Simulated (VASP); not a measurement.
BiSb3O2, 6 atoms in the cell. The structure is tetragonal, space group P4/mmm (No. 123). The conventional cell has a = 3.129 Å, b = 3.129 Å, c = 12.479 Å, α = 90.00°, β = 90.00°, γ = 90.00°. Within 4.1 Å of Sb (site symmetry 4mm) lie 8 Sb at 3.13 to 3.49 Å and 4 O at 3.14 Å and 1 Bi at 3.54 Å. Within 4.1 Å of Sb (site symmetry 4/mmm) lie 12 Sb at 3.13 to 3.49 Å. Bi (site symmetry 4/mmm) has 8 O at 2.58 Å and 4 Bi at 3.13 Å within 3.4 Å. O (site symmetry 4mm) has 4 Bi at 2.58 Å and 5 O at 2.64 to 3.13 Å and 4 Sb at 3.14 Å within 3.4 Å. The cell was built from a structure type or drawn by symmetry, and may not be a known phase.

```yaml
Program: VASP 6.6.1
Task: single point
Functional: PBE
Potentials_or_basis: VASP PAW PBE potentials, release 64 (Sb, Bi_d, O)
Cutoff: 520 eV
k_mesh: 12 × 12 × 4
Occupations: gaussian, width 0.1 eV
Spin: no spin polarisation
Dipole_correction: no
Further_INCAR_settings: ALGO = Normal; EDIFF = 1e-06; NBANDS = 30
```

Potentials or basis: VASP PAW PBE potentials, release 64 (Sb, Bi_d, O).

Command:

```sh
$ cat potpaw_PBE.64/Sb/POTCAR potpaw_PBE.64/Bi_d/POTCAR potpaw_PBE.64/O/POTCAR > POTCAR
$ mpirun -np 1 vasp_std > vasp.out
```

Hardware: 1 thread of Oxide Virtual Turin-like Processor, with other jobs on the host.

Problem. How long does it take, and how much memory?

Solution. It took 8.1 min on 1 thread of Oxide Virtual Turin-like Processor, with other jobs on the host, peak memory 0.39 GiB. Counts: scf iterations 15, k points 84.
